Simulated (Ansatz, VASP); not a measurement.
# Two plane-wave programs on AlN

```
Al N
1.0
     0.00000    2.18582    2.18582
     2.18582    0.00000    2.18582
     2.18582    2.18582    0.00000
Al N
1 1
Direct
  0.00000 0.00000 0.00000
  0.25000 0.25000 0.25000
```

Alike in both runs: functional PBE; dispersion D3(BJ); k mesh 10 × 10 × 10; occupations gaussian, width 0.02 eV; no spin polarisation.

Ansatz relaxed the structure, and its values are those at the end. VASP's run is a single point on that final structure, the one shown.

|  | VASP | Ansatz |
| --- | --- | --- |
| version | VASP 6.6.1 | Ansatz 0.2.0 |
| potentials or method | VASP PAW PBE potentials, release 64 (Al, N), cutoff 600 eV | scalar-relativistic, plane waves, PAW |
| valence electrons in the cell | 8 | 8 |

Ansatz gave:

| Quantity | Value |
| --- | --- |
| gap on the k mesh at the Fermi level (eV) | 3.32 |
| least direct gap on the mesh (eV) | 4.16 |
| pressure (GPa) | 0.0 |

Q: Estimate VASP's values.

A: gap on the k mesh at the Fermi level (eV): 3.32; least direct gap on the mesh (eV): 4.17; pressure (GPa): -0.3.
